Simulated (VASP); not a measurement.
Input of a VASP 6.6.1 run:

Contents of INCAR:

```
SYSTEM = Rh
PREC = Accurate ; ENCUT = 520
EDIFF = 1E-6 ; ISMEAR = 0
SIGMA = 0.15 ; LREAL = .False.
LASPH = .True. ; NELM = 150
ALGO = Normal ; ISIF = 2
LWAVE = .False. ; LCHARG = .True.
ISPIN = 2 ; MAGMOM = 0.625
LORBIT = 11 ; NUPDOWN = 0.625
LMAXMIX = 4 ; GGA = PE
LELF = .True. ; LVHAR = .True.
NBANDS = 18
```

KPOINTS

```
regular mesh
0
Gamma
  22 22 22
  0 0 0
```

The input POSCAR:

```
Rh
1.0
    0.0000000000      1.9150524221      1.9150524221
    1.9150524221      0.0000000000      1.9150524221
    1.9150524221      1.9150524221      0.0000000000
Rh
1
Direct
    0.0000000000      0.0000000000      0.0000000000
```

Potentials or basis: VASP PAW PBE potentials, release 64 (Rh_pv).

Command:

```console
$ cat potpaw_PBE.64/Rh_pv/POTCAR > POTCAR
$ mpirun -np 1 vasp_std > vasp.out
```

Problem. Estimate the pressure.

Solution. 3.0 GPa.

Caveat: the cell stands under pressure; the total moment is fixed, so each spin has its own Fermi level and the state may be an excited one.
